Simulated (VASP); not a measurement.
# Sn3Se: single point with PBE

The system is Sn3Se.

```xyz
4
Lattice="4.8651 0.0000 0.0000 0.0000 4.8651 0.0000 0.0000 0.0000 4.8651" Properties=species:S:1:pos:R:3 pbc="T T T"
Sn    0.0000    2.4325    2.4325
Sn    2.4325    0.0000    2.4325
Sn    2.4325    2.4325    0.0000
Se    0.0000    0.0000    0.0000
```

| Property | Result |
| --- | --- |
| Program | VASP 6.6.1 |
| Task | single point |
| Functional | PBE |
| Potentials or basis | VASP PAW PBE potentials, release 64 (Sn_d, Se) |
| Cutoff | 520 eV |
| k mesh | 5 × 5 × 5 |
| Occupations | fermi-dirac, width 0.1 eV |
| Spin | no spin polarisation |
| Dipole correction | no |
| Further INCAR settings | ALGO = Normal; EDIFF = 1e-06; NBANDS = 32 |

* Pressure: -2.8 GPa
* Band gap on the k mesh: zero (band 24 reaches 7.35 eV, above the bottom of band 25 at 6.01 eV)

Levels at points of the mesh, in eV from the Fermi level:
```
           k point  band 21  band 22  band 23  band 24  band 25  band 26  band 27  band 28
(0.00, 0.00, 0.00)    -3.89    -3.89     0.02     0.02     0.02     2.19     2.19     2.19
```

Run time: 28 s on 1 thread of Intel Xeon 6975P-C, with other jobs on the host, peak memory 0.21 GiB.

Caveat: spin-orbit coupling is left out, which moves the levels of the heavy elements.
